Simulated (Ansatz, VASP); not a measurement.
**One calculation of Mn, two programs**

```xyz
1
Lattice="-1.3774 1.3774 1.3774 1.3774 -1.3774 1.3774 1.3774 1.3774 -1.3774" Properties=species:S:1:pos:R:3 pbc="T T T"
Mn    0.0000    0.0000    0.0000
```

Alike in both runs: functional PBEsol; k mesh 8 × 8 × 8; occupations gaussian, width 0.1 eV; collinear spin.

Ansatz relaxed the structure, and its values are those at the end. VASP's run is a single point on that final structure, the one shown.

|  | VASP | Ansatz |
| --- | --- | --- |
| version | VASP 6.6.1 | Ansatz 0.2.0 |
| potentials or method | VASP PAW PBE potentials, release 64 (Mn_pv), cutoff 500 eV | scalar-relativistic, plane waves, PAW |
| valence electrons in the cell | 13 | 15 |

Ansatz gave:

| Item | Value |
| --- | --- |
| gap on the k mesh at the Fermi level (eV) | none |
| pressure (GPa) | 0.0 |
| net moment per atom (μB) | 0.65 |
| size of the moment on the site where the two differ most (μB) | 0.65 |

Which values does VASP return?

gap on the k mesh at the Fermi level (eV): none; pressure (GPa): -0.2; net moment per atom (μB): 0.66; size of the moment on the site where the two differ most (μB): 0.66.

VASP's potentials were made for PBE, not for PBEsol. Site moments also hang on the region over which each program counts them. A gap of «none» marks a metal or a gap that the smearing closes. VASP's potentials hold 13 valence electrons a cell and Ansatz's 15, so a difference there can come from the potentials and not from the codes.

The k mesh is coarse, so the values compare programs but aren't converged.
